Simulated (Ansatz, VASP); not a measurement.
**One calculation of InSb, two programs**

```xyz
2
Lattice="0.0000 3.1981 2.8326 3.1981 0.0000 2.8326 3.1981 3.1981 0.0000" Properties=species:S:1:pos:R:3 pbc="T T T"
In    0.0000    0.0000    0.0000
Sb    3.1981    3.1981    2.8326
```

Alike in both runs: task single point; functional PBEsol; k mesh 14 × 14 × 14; occupations gaussian, width 0.15 eV; no spin polarisation.

|  | VASP | Ansatz |
| --- | --- | --- |
| version | VASP 6.6.1 | Ansatz 0.2.0 |
| potentials or method | VASP PAW PBE potentials, release 64 (In_d, Sb), cutoff 520 eV | scalar-relativistic, plane waves, PAW |
| valence electrons in the cell | 18 | 28 |

```csv
,VASP,Ansatz,Ansatz less VASP
gap on the k mesh at the Fermi level (eV),none,none,-
pressure (GPa),-0.8,-0.8,0.00
"traceless stress, the component that is largest in VASP (GPa)",8.02,8.02,-0.004
```

VASP's potentials were made for PBE, not for PBEsol, and Ansatz warns of the same on its side. A gap of «none» marks a metal or a gap that the smearing closes. VASP's potentials hold 18 valence electrons a cell and Ansatz's 28, so a difference there can come from the potentials and not from the codes.

Spin-orbit coupling is off throughout.
